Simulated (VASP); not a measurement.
Wanted: the native input for a VASP 6.6.1 run.

```yaml
Task: relaxation of cell and atoms
Functional: PBE
Potentials_or_basis: VASP PAW PBE potentials, release 64 (C)
Cutoff: 600 eV
k_mesh: 12 × 12 × 12
Occupations: gaussian, width 0.02 eV
Spin: no spin polarisation
Dipole_correction: no
Further_INCAR_settings: ALGO = Normal; EDIFF = 1e-06; IBRION = 2; EDIFFG = -0.01; NSW = 100; ISIF = 3
```

The structure of C lies in POSCAR:

```
C
1.0
    0.0000000000      1.7856319546      1.7856319546
    1.7856319546      0.0000000000      1.7856319546
    1.7856319546      1.7856319546      0.0000000000
C
2
Direct
    0.0000000000      0.0000000000      0.0000000000
    0.2500000000      0.2500000000      0.2500000000
```

The input as run:

INCAR

```
SYSTEM = C
PREC = Accurate ; ENCUT = 600
EDIFF = 1E-6 ; ISMEAR = 0
SIGMA = 0.02 ; LREAL = .False.
LASPH = .True. ; NELM = 100
ALGO = Normal ; ISIF = 3
LWAVE = .False. ; LCHARG = .False.
GGA = PE ; IBRION = 2
NSW = 100 ; EDIFFG = -0.01
```

KPOINTS

```
Automatic mesh
0
Gamma
  12 12 12
  0 0 0
```

Potentials or basis: VASP PAW PBE potentials, release 64 (C).

The run is started by

```console
$ cat potpaw_PBE.64/C/POTCAR > POTCAR
$ mpirun -np 1 vasp_std > vasp.out
```

Results of the run:

| Item | Value |
| --- | --- |
| Pressure after relaxing | 0.1 GPa |
| Band gap on the k mesh | 4.14 eV, indirect (least direct gap 5.58 eV) |

Caveat: the relaxation stopped at its first step, so nothing moved.

Wall time 6.1 s on 1 thread of AMD EPYC 7R13 Processor (Zen 3), on a shared host, peak memory 0.09 GiB.
